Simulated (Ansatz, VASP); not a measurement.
# Two plane-wave programs on SnO2

```
CELL_PARAMETERS angstrom
4.83023 -0.01825 -0.00017
-0.01825 4.85749 0.01485
-0.00011 0.00996 3.27531
ATOMIC_POSITIONS crystal
Sn 0.00206 0.00908 0.98531
Sn 0.49473 0.49873 0.50381
O 0.30658 0.30793 0.01455
O 0.81717 0.18778 0.49624
O 0.18897 0.80215 0.50968
O 0.69050 0.69433 0.99040
```

Change from the starting cell: all atoms moved at random (sigma 0.03 Å), cell strained at random (1 %).

Alike in both runs: task single point; functional PBE; k mesh 6 × 6 × 10; occupations gaussian, width 0.05 eV; no spin polarisation.

|  | VASP | Ansatz |
| --- | --- | --- |
| version | VASP 6.6.1 | Ansatz 0.2.0 |
| potentials or method | VASP PAW PBE potentials, release 64 (Sn_d, O), cutoff 520 eV | scalar-relativistic, plane waves, PAW |
| valence electrons in the cell | 52 | 52 |

|  | VASP | Ansatz | Ansatz less VASP |
| --- | --- | --- | --- |
| gap on the k mesh at the Fermi level (eV) | 0.45 | 0.47 | +0.013 |
| least direct gap on the mesh (eV) | 0.45 | 0.47 | +0.013 |
| pressure (GPa) | -1.7 | -2.2 | -0.51 |
| traceless stress, the component that is largest in VASP (GPa) | 1.23 | 1.21 | -0.022 |
| rms of the force components (eV/Å) | 0.550 | 0.538 | -0.0125 |

Atom by atom the forces differ by 0.015 eV/Å (rms over components).
